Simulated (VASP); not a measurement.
# ZnO (P6_3mc) in VASP: further runs

Runs on ZnO. Level: LDA. Tasks: electric field gradients.

Program: VASP 6.6.1. These are calculated values, not measurements. Logs are shortened: lines on timing, memory, paths and dates and some standing lists are left out, and cuts for length are marked.

### 1 The cell of the first run

The structure is hexagonal, space group P6_3mc (No. 186). Conventional cell: a = 3.292 Å, b = 3.292 Å, c = 5.272 Å, α = 90.00°, β = 90.00°, γ = 120.00°. Within 2.6 Å of Zn (site symmetry 3m) lie 4 O at 2.00 to 2.01 Å. Within 2.6 Å of O (site symmetry 3m) lie 4 Zn at 2.00 to 2.01 Å.

### 2 Electric field gradients, LDA (12.37 Å³/atom)

The input, INCAR:

```
SYSTEM = ZnO
PREC = Accurate ; ENCUT = 520
EDIFF = 1E-8 ; ISMEAR = -1
SIGMA = 0.02 ; LREAL = .FALSE.
LASPH = .TRUE. ; NELM = 100
ALGO = Normal ; ISIF = 2
LWAVE = .FALSE. ; LCHARG = .FALSE.
LEFG = .TRUE. ; NBANDS = 26
```

The input, KPOINTS:

```
regular mesh
0
G
  11 11 6
  0 0 0
```

The input, POSCAR:

```
ZnO
1.0
    3.2921588739      0.0000000000      0.0000000000
   -1.6460794369      2.8510932180      0.0000000000
    0.0000000000      0.0000000000      5.2722789056
Zn O
2 2
Direct
    0.3333333333      0.6666666667      0.0000000000
    0.6666666667      0.3333333333      0.5000000000
    0.3333333333      0.6666666667      0.3821000000
    0.6666666667      0.3333333333      0.8821000000
```

Potentials or basis: VASP PAW LDA potentials, release 64 (Zn, O).

On the command line:

```
> cat potpaw_LDA.64/Zn/POTCAR potpaw_LDA.64/O/POTCAR > POTCAR
> mpirun -np 1 vasp_std > vasp.out
```

OUTCAR:

```text
SYSTEM = ZnO
   PREC = Accurate
   ENCUT = 520
   EDIFF = 1E-8
   ISMEAR = -1
   LREAL = .FALSE.
   LASPH = .TRUE.
   NELM = 100
   ISIF = 2

 ion  position               nearest neighbor table
   1  0.333  0.667  0.000-   4 2.00   4 2.00   4 2.00   3 2.01
   2  0.667  0.333  0.500-   3 2.00   3 2.00   3 2.00   4 2.01
   3  0.333  0.667  0.382-   2 2.00   2 2.00   2 2.00   1 2.01
   4  0.667  0.333  0.882-   1 2.00   1 2.00   1 2.00   2 2.01

  LATTYP: Found a hexagonal cell.
 ALAT       =     3.2921588739
 C/A-ratio  =     1.6014655147

  Lattice vectors:

 A1 = (   3.2921588739,   0.0000000000,   0.0000000000)
 A2 = (  -1.6460794369,   2.8510932180,   0.0000000000)
 A3 = (   0.0000000000,   0.0000000000,   5.2722789056)

Analysis of symmetry for initial positions (statically):
=====================================================================
 Subroutine PRICEL returns:
 Original cell was already a primitive cell.

 Routine SETGRP: Setting up the symmetry group for a
 hexagonal supercell.

 Subroutine GETGRP returns: Found 12 space group operations
 (whereof  6 operations were pure point group operations)
 out of a pool of 24 trial point group operations.

The static configuration has the point symmetry C_3v.
 The point group associated with its full space group is C_6v.

Analysis of symmetry for dynamics (positions and initial velocities):
=====================================================================
 Subroutine PRICEL returns:
 Original cell was already a primitive cell.

 Routine SETGRP: Setting up the symmetry group for a
 hexagonal supercell.

 Subroutine GETGRP returns: Found 12 space group operations
 (whereof  6 operations were pure point group operations)
 out of a pool of 24 trial point group operations.

The dynamic configuration has the point symmetry C_3v.
 The point group associated with its full space group is C_6v.

 Subroutine INISYM returns: Found 12 space group operations
 (whereof  6 operations are pure point group operations),
 and found     1 'primitive' translations

----------------------------------------------------------------------------------------

                                     Primitive cell

  volume of cell :      49.4869

  direct lattice vectors                    reciprocal lattice vectors
     3.292158874  0.000000000  0.000000000     0.303752048  0.175371327  0.000000000
    -1.646079437  2.851093218  0.000000000     0.000000000  0.350742653  0.000000000
     0.000000000  0.000000000  5.272278906     0.000000000  0.000000000  0.189671301

  length of vectors
     3.292158874  3.292158874  5.272278906     0.350742653  0.350742653  0.189671301

  position of ions in fractional coordinates (direct lattice)
     0.333333333  0.666666667  0.000000000
     0.666666667  0.333333333  0.500000000
     0.333333333  0.666666667  0.382100000
     0.666666667  0.333333333  0.882100000

  ion indices of the primitive-cell ions
   primitive index   ion index
                 1           1
                 2           2
                 3           3
                 4           4

----------------------------------------------------------------------------------------

 KPOINTS: regular mesh

Automatic generation of k-mesh.
 Grid dimensions read from file:
 generate k-points for:   11   11    6

 Generating k-lattice:

  Cartesian coordinates                     Fractional coordinates (reciprocal lattice)
     0.027613823  0.015942848  0.000000000     0.090909091  0.000000000  0.000000000
[... 41 lines left out ...]
   k-points           NKPTS =     64   k-points in BZ     NKDIM =     64   number of bands    NBANDS=     26
   number of dos      NEDOS =    301   number of ions     NIONS =      4
   total plane-waves  NPLWV =  23040
   dimension x,y,z NGX =    24 NGY =   24 NGZ =   40
   dimension x,y,z NGXF=    48 NGYF=   48 NGZF=   80
   ions per type =               2   2
   NGX,Y,Z   is equivalent  to a cutoff of  12.12, 12.12, 12.61 a.u.
   NGXF,Y,Z  is equivalent  to a cutoff of  24.24, 24.24, 25.23 a.u.
 SYSTEM =  ZnO
   PREC   = accura    normal or accurate (medium, high low for compatibility)
   ISTART =      0    job   : 0-new  1-cont  2-samecut
   ICHARG =      2    charge: 1-file 2-atom 10-const
   ISPIN  =      1    spin polarized calculation?
   LNONCOLLINEAR =      F non collinear calculations
   LSORBIT =      F    spin-orbit coupling
   LASPH  =      T    aspherical Exc in radial PAW
   ENCUT  =  520.0 eV  38.22 Ry    6.18 a.u.   6.12  6.12  9.80*2*pi/ulx,y,z
   NELM   =    100;   NELMIN=  2; NELMDL= -5     # of ELM steps
   EDIFF  = 0.1E-07   stopping-criterion for ELM
   LREAL  =      F    real-space projection
   EDIFFG = 0.1E-06   stopping-criterion for IOM
   NSW    =      0    number of steps for IOM
   IBRION =     -1    ionic relax: 0-MD 1-quasi-New 2-CG
   NFREE  =      0    steps in history (QN), initial steepest desc. (CG)
   ISIF   =      2    stress and relaxation
   ISYM   =      2    0-nonsym 1-usesym 2-fastsym
   POTIM  = 0.5000    time-step for ionic-motion
   TEBEG  =    0.0;   TEEND  =   0.0 temperature during run
   PSTRESS=    0.0 pullay stress
   NELECT =      36.0000    total number of electrons
   NUPDOWN=      -1.0000    fix difference up-down
   EMIN   =  10.00;   EMAX   =-10.00  energy-range for DOS
   EFERMI =   0.00;   METHOD = LEGACY
   ISMEAR =    -1;   SIGMA  =   0.02  broadening in eV -4-tet -1-fermi 0-gaus
   EFERMI_NEDOS =   21; number of points for ismear=-14 and -15
   IALGO  =     38    algorithm
   IMIX   =      4    mixing-type and parameters
     AMIX     =   0.40;   BMIX     =  1.00
     AMIX_MAG =   1.60;   BMIX_MAG =  1.00
  volume/ion in A,a.u.               =      12.37        83.49
  Fermi-wavevector in a.u.,A,eV,Ry     =   1.472354  2.782345 29.495054  2.167825
  Thomas-Fermi vector in A             =   2.587378
   LORBIT       =      0    0 simple, 1 ext, 2 COOP (PROOUT), +10 PAW based schemes
   GGA     = CA    functional components
   LHFCALC =     F    Hartree Fock is set to
   AEXX    =    0.0000 exact exchange contribution
   IVDW    =     0    specifies the selected vdW correction
   LEPSILON=     F    determine dielectric tensor
   LRPA    =     F    only Hartree local field effects (RPA)
 non-spin polarized calculation
  energy-cutoff  :      520.00
  volume of cell :       49.49
 maximum number of plane-waves:      1349
   NGX = 13   NGY = 13   NGZ = 19

 number of electron      36.0000019 magnetization

 Free energy of the ion-electron system (eV)
  ---------------------------------------------------
  ext. energy  EPLUGINS =         0.00000000
  ---------------------------------------------------
  free energy    TOTEN  =       -21.02357095 eV

  energy without entropy =      -21.02357095  energy(sigma->0) =      -21.02357095

 E-fermi :   0.8772     XC(G=0): -11.2591

 val. band max:        0.5275204259   @ k =   0.0000   0.0000   0.0000
 cond. band min:       1.2065670624   @ k =   0.0000   0.0000   0.0000
 fundamental gap:      0.6790466365
 Fermi energy:         0.8772452477

 k-point     1 :       0.0000    0.0000    0.0000
  band No.  band energies     occupation
      1     -16.9648      2.00000
      2     -16.2509      2.00000
      3      -5.0742      2.00000
      4      -5.0742      2.00000
      5      -4.9970      2.00000
      6      -4.9031      2.00000
[... 685 lines left out ...]
     25      13.1530      0.00000
     26      14.6012      0.00000

 [... further k-points ...]

------------------------ aborting loop because EDIFF is reached ----------------------------------------

  FORCE on cell =-STRESS in cart. coord.  units (eV):
  Direction    XX          YY          ZZ          XY          YZ          ZX
  --------------------------------------------------------------------------------------
  -------------------------------------------------------------------------------------
  Total       -3.4082795     -3.4082795     -3.1749679     -0.0000000      0.0000000      0.0000000
  in kB     -110.3456463   -110.3456463   -102.7920067     -0.0000000      0.0000000      0.0000000
  external PRESSURE =    -107.8277664 kB  Pullay stress =       0.0000000 kB

 VOLUME and BASIS-vectors are now :
 -----------------------------------------------------------------------------
  energy-cutoff  :      520.00
  volume of cell :       49.49
      direct lattice vectors                 reciprocal lattice vectors
     3.292158874  0.000000000  0.000000000     0.303752048  0.175371327  0.000000000
    -1.646079437  2.851093218  0.000000000     0.000000000  0.350742653  0.000000000
     0.000000000  0.000000000  5.272278906     0.000000000  0.000000000  0.189671301

 POSITION                                       TOTAL-FORCE (eV/Angst)
 -----------------------------------------------------------------------------------
     -0.00000      1.90073      0.00000         0.000000     -0.000000      0.039913
      1.64608      0.95036      2.63614        -0.000000      0.000000      0.039913
     -0.00000      1.90073      2.01454        -0.000000     -0.000000     -0.039913
      1.64608      0.95036      4.65068         0.000000      0.000000     -0.039913
 -----------------------------------------------------------------------------------
    total drift:                               -0.000001     -0.000001     -0.000035

  FREE ENERGIE OF THE ION-ELECTRON SYSTEM (eV)
  ---------------------------------------------------
  free  energy   TOTEN  =       -21.0235709523 eV

  energy  without entropy=      -21.0235709522  energy(sigma->0) =      -21.02357095

 Electric field gradients (V/A^2)
---------------------------------------------------------------------
 ion       V_xx      V_yy      V_zz      V_xy      V_xz      V_yz
---------------------------------------------------------------------
   1      -3.674    -3.671     7.346     0.003     0.000    -0.000
   2      -3.674    -3.671     7.346     0.003    -0.000     0.000
   3       1.793     1.787    -3.580    -0.005    -0.000     0.000
   4       1.793     1.787    -3.580    -0.005     0.000    -0.000
---------------------------------------------------------------------

 Electric field gradients after diagonalization (V/A^2)
 (convention: |V_zz| > |V_xx| > |V_yy|)
----------------------------------------------------------------------
 ion       V_xx      V_yy      V_zz     asymmetry (V_yy - V_xx)/ V_zz
----------------------------------------------------------------------
   1      -3.676    -3.670     7.346       0.001
   2      -3.676    -3.670     7.346       0.001
   3       1.796     1.784    -3.580       0.003
   4       1.796     1.784    -3.580       0.003
----------------------------------------------------------------------

           NMR quadrupolar parameters

 Cq : quadrupolar parameter    Cq=e*Q*V_zz/h
 eta: asymmetry parameters     (V_yy - V_xx)/ V_zz
 Q  : nuclear electric quadrupole moment in mb (millibarn)
----------------------------------------------------------------------
 ion       Cq(MHz)       eta       Q (mb)
----------------------------------------------------------------------
   1       0.018       0.001       1.000
   2       0.018       0.001       1.000
   3      -0.009       0.003       1.000
   4      -0.009       0.003       1.000
----------------------------------------------------------------------
```

It took 2 min on 1 thread of Intel Xeon 8259CL, shared host; peak memory 0.19 GiB.

What came out:

| Item | Value |
| --- | --- |
| Free energy | -21.0236 eV |
| Pressure | -10.8 GPa |
| Largest force | 0.040 eV/Å |
| Band gap on the k mesh | 0.68 eV |
| Largest electric field gradient by atom | Zn +7.3; O -3.6 V/Å² |

Forces on the atoms (eV/Å):
```
Zn   0.000  0.000  0.040
Zn   0.000  0.000  0.040
O    0.000  0.000 -0.040
O    0.000  0.000 -0.040
```

Electric field gradients, principal values (V/Å²):
```
atom   least  middle  greatest (by size)
1 Zn  -3.670  -3.676               7.346
2 Zn  -3.670  -3.676               7.346
 3 O   1.784   1.796              -3.580
 4 O   1.784   1.796              -3.580
```

Caveat: the cell stands under tension; semilocal functionals underestimate gaps, and a narrow one can read as zero; without QUAD_EFG the Cq values of the log hold for a quadrupole moment of 1 mb, not for the nuclei.

### 3 Electric field gradients, LDA (12.37 Å³/atom)

The input, INCAR:

```
SYSTEM = ZnO
PREC = Accurate
ENCUT = 520
EDIFF = 1E-8
ISMEAR = -1
SIGMA = 0.02
LREAL = .FALSE.
LASPH = .TRUE.
NELM = 80
ALGO = Normal
ISIF = 2
LWAVE = .FALSE.
LCHARG = .FALSE.
GGA = CA
LEFG = .TRUE.
NBANDS = 26
```

KPOINTS is that of step 2.

POSCAR is that of step 2.

Potentials or basis: VASP PAW LDA potentials, release 64 (Zn, O).

On the command line:

```
> cat potpaw_LDA.64/Zn/POTCAR potpaw_LDA.64/O/POTCAR > POTCAR
> mpirun -np 1 vasp_std > vasp.out
```

OUTCAR:

```text
SYSTEM = ZnO
   PREC = Accurate
   ENCUT = 520
   EDIFF = 1E-8
   ISMEAR = -1
   LREAL = .FALSE.
   LASPH = .TRUE.
   NELM = 80
   ISIF = 2
   GGA = CA

 ion  position               nearest neighbor table
   1  0.333  0.667  0.000-   4 2.00   4 2.00   4 2.00   3 2.01
   2  0.667  0.333  0.500-   3 2.00   3 2.00   3 2.00   4 2.01
   3  0.333  0.667  0.382-   2 2.00   2 2.00   2 2.00   1 2.01
   4  0.667  0.333  0.882-   1 2.00   1 2.00   1 2.00   2 2.01

  LATTYP: Found a hexagonal cell.
 ALAT       =     3.2921588739
 C/A-ratio  =     1.6014655147

  Lattice vectors:

 A1 = (   3.2921588739,   0.0000000000,   0.0000000000)
 A2 = (  -1.6460794369,   2.8510932180,   0.0000000000)
 A3 = (   0.0000000000,   0.0000000000,   5.2722789056)

Analysis of symmetry for initial positions (statically):
=====================================================================
 Subroutine PRICEL returns:
 Original cell was already a primitive cell.

 Routine SETGRP: Setting up the symmetry group for a
 hexagonal supercell.

 Subroutine GETGRP returns: Found 12 space group operations
 (whereof  6 operations were pure point group operations)
 out of a pool of 24 trial point group operations.

The static configuration has the point symmetry C_3v.
 The point group associated with its full space group is C_6v.

Analysis of symmetry for dynamics (positions and initial velocities):
=====================================================================
 Subroutine PRICEL returns:
 Original cell was already a primitive cell.

 Routine SETGRP: Setting up the symmetry group for a
 hexagonal supercell.
[... 863 lines left out ...]

  FORCE on cell =-STRESS in cart. coord.  units (eV):
  Direction    XX          YY          ZZ          XY          YZ          ZX
  --------------------------------------------------------------------------------------
  -------------------------------------------------------------------------------------
  Total       -3.4082795     -3.4082795     -3.1749679     -0.0000000      0.0000000      0.0000000
  in kB     -110.3456463   -110.3456463   -102.7920067     -0.0000000      0.0000000      0.0000000
  external PRESSURE =    -107.8277664 kB  Pullay stress =       0.0000000 kB

 VOLUME and BASIS-vectors are now :
 -----------------------------------------------------------------------------
  energy-cutoff  :      520.00
  volume of cell :       49.49
      direct lattice vectors                 reciprocal lattice vectors
     3.292158874  0.000000000  0.000000000     0.303752048  0.175371327  0.000000000
    -1.646079437  2.851093218  0.000000000     0.000000000  0.350742653  0.000000000
     0.000000000  0.000000000  5.272278906     0.000000000  0.000000000  0.189671301

 POSITION                                       TOTAL-FORCE (eV/Angst)
 -----------------------------------------------------------------------------------
     -0.00000      1.90073      0.00000         0.000000     -0.000000      0.039913
      1.64608      0.95036      2.63614        -0.000000      0.000000      0.039913
     -0.00000      1.90073      2.01454        -0.000000     -0.000000     -0.039913
      1.64608      0.95036      4.65068         0.000000      0.000000     -0.039913
 -----------------------------------------------------------------------------------
    total drift:                               -0.000001     -0.000001     -0.000035

  FREE ENERGIE OF THE ION-ELECTRON SYSTEM (eV)
  ---------------------------------------------------
  free  energy   TOTEN  =       -21.0235709523 eV

  energy  without entropy=      -21.0235709522  energy(sigma->0) =      -21.02357095

 Electric field gradients (V/A^2)
---------------------------------------------------------------------
 ion       V_xx      V_yy      V_zz      V_xy      V_xz      V_yz
---------------------------------------------------------------------
   1      -3.674    -3.671     7.346     0.003     0.000    -0.000
   2      -3.674    -3.671     7.346     0.003    -0.000     0.000
   3       1.793     1.787    -3.580    -0.005    -0.000     0.000
   4       1.793     1.787    -3.580    -0.005     0.000    -0.000
---------------------------------------------------------------------

 Electric field gradients after diagonalization (V/A^2)
 (convention: |V_zz| > |V_xx| > |V_yy|)
----------------------------------------------------------------------
 ion       V_xx      V_yy      V_zz     asymmetry (V_yy - V_xx)/ V_zz
----------------------------------------------------------------------
   1      -3.676    -3.670     7.346       0.001
   2      -3.676    -3.670     7.346       0.001
   3       1.796     1.784    -3.580       0.003
   4       1.796     1.784    -3.580       0.003
----------------------------------------------------------------------

           NMR quadrupolar parameters

 Cq : quadrupolar parameter    Cq=e*Q*V_zz/h
 eta: asymmetry parameters     (V_yy - V_xx)/ V_zz
 Q  : nuclear electric quadrupole moment in mb (millibarn)
----------------------------------------------------------------------
 ion       Cq(MHz)       eta       Q (mb)
----------------------------------------------------------------------
   1       0.018       0.001       1.000
   2       0.018       0.001       1.000
   3      -0.009       0.003       1.000
   4      -0.009       0.003       1.000
----------------------------------------------------------------------
```

stdout:

```text
POSCAR found type information on POSCAR ZnO
 POSCAR found :  2 types and       4 ions
 scaLAPACK will be used
 LDA part: xc-table for (Slater(with rela. corr.)+CA(PZ))
 , standard interpolation
 POSCAR, INCAR and KPOINTS ok, starting setup
 FFT: planning ... GRIDC
 FFT: planning ... GRID_SOFT
 FFT: planning ... GRID
 WAVECAR not read
 entering main loop
ion   1

ion   2

ion   3

ion   4
```

Run time: 1.9 min. Hardware: 1 thread of Intel Xeon 8259CL, shared host; peak memory 0.19 GiB.

What came out:

```yaml
Free_energy: -21.0236 eV
Pressure: -10.8 GPa
Largest_force: 0.040 eV/Å
Band_gap_on_the_k_mesh: 0.68 eV
Largest_electric_field_gradient_by_atom: Zn +7.3; O -3.6 V/Å²
```

Forces in eV/Å, atoms in the order of the input:
```
Zn   0.000  0.000  0.040
Zn   0.000  0.000  0.040
O    0.000  0.000 -0.040
O    0.000  0.000 -0.040
```

Electric field gradients, principal values (V/Å²):
```
atom   least  middle  greatest (by size)
1 Zn  -3.670  -3.676               7.346
2 Zn  -3.670  -3.676               7.346
 3 O   1.784   1.796              -3.580
 4 O   1.784   1.796              -3.580
```

Caveat: the cell stands under tension; semilocal functionals underestimate gaps, and a narrow one can read as zero; without QUAD_EFG the Cq values of the log hold for a quadrupole moment of 1 mb, not for the nuclei.

[end of part 1 of 3]
